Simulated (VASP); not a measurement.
Input of a VASP 6.6.1 run:

The input INCAR:

```
  PREC = Accurate
  ENCUT = 520
  EDIFF = 1E-6
  ISMEAR = 0
  SIGMA = 0.05
  LREAL = False
  LASPH = True
  NELM = 120
  ALGO = Normal
  ISIF = 2
  LWAVE = False
  LCHARG = True
  GGA = PE
  LELF = True
  LVHAR = True
  NELECT = 120.0
  NBANDS = 78
  GGA_COMPAT = False
```

The input KPOINTS:

```
regular mesh
0
Gamma
  4 4 4
```

File POSCAR:

```
Mg8F15
1.0
   -4.6978727317      4.6978727317      0.0000000000
    4.6978727317      4.6978727317      0.0000000000
    0.0000000000     -4.6978727317     -6.1851578341
Mg F
8 15
Direct
    0.7500000000      0.7500000504      0.5000000000
    0.5010028916      0.5010029319      0.0020057833
    0.2500000000      0.2499997864      0.5000000000
   -0.0010028916     -0.0010028514     -0.0020057833
    0.1090668332      0.6090667731      0.2181336665
    0.8704392996      0.3704393476      0.7408785992
    0.6295607004      0.1295607484      0.2591214008
    0.3909331668      0.8909331066      0.7818663335
   -0.0055324283      0.2953084426     -0.0110648566
    0.7500000000      0.0509651219      0.5000000000
    0.5055324283      0.8063732992      0.0110648566
    0.4228872299      0.6253519884      0.2507039589
    0.1789211496      0.3699758912      0.7399517512
    0.9389693984      0.1300241400      0.2600482488
    0.6721832710      0.8746480295      0.7492960411
    0.2500000000      0.7499999074      0.5000000000
   -0.0055323676      0.6936267771     -0.0110647353
    0.7500000000      0.4490349480      0.5000000000
    0.5055323676      0.2046915124      0.0110647353
    0.8278167290      0.6253519884      0.2507039589
    0.5610306016      0.3699758912      0.7399517512
    0.3210788504      0.1300241400      0.2600482488
    0.0771127701      0.8746480295      0.7492960411
```

Potentials or basis: VASP PAW PBE potentials, release 64 (Mg, F).

Command:

```bash
$ cat potpaw_PBE.64/Mg/POTCAR potpaw_PBE.64/F/POTCAR > POTCAR
$ mpirun -np 1 vasp_std > vasp.out
```

Question: What does it give for the largest force?

Answer: 1.810 eV/Å.

Forces on the atoms (eV/Å):
```
Mg   0.000  0.000  0.000
Mg   0.000  0.000 -0.432
Mg   0.000  0.000  0.000
Mg   0.000  0.000  0.432
Mg   0.000  0.000  1.810
Mg   0.000  0.000 -0.082
Mg   0.000  0.000  0.082
Mg   0.000  0.000 -1.810
F   -0.028 -0.028  0.038
F    0.100  0.100  0.000
F   -0.028 -0.028 -0.038
F   -0.324  0.324  0.387
F   -0.060  0.060  0.129
F   -0.060  0.060 -0.129
F   -0.324  0.324 -0.387
F    0.000  0.000  0.000
F    0.028  0.028  0.038
F   -0.100 -0.100  0.000
F    0.028  0.028 -0.038
F    0.324 -0.324  0.387
F    0.060 -0.060  0.129
F    0.060 -0.060 -0.129
F    0.324 -0.324 -0.387
```

Caveat: the cell carries a net charge on a neutralising background, which shifts energy and pressure.
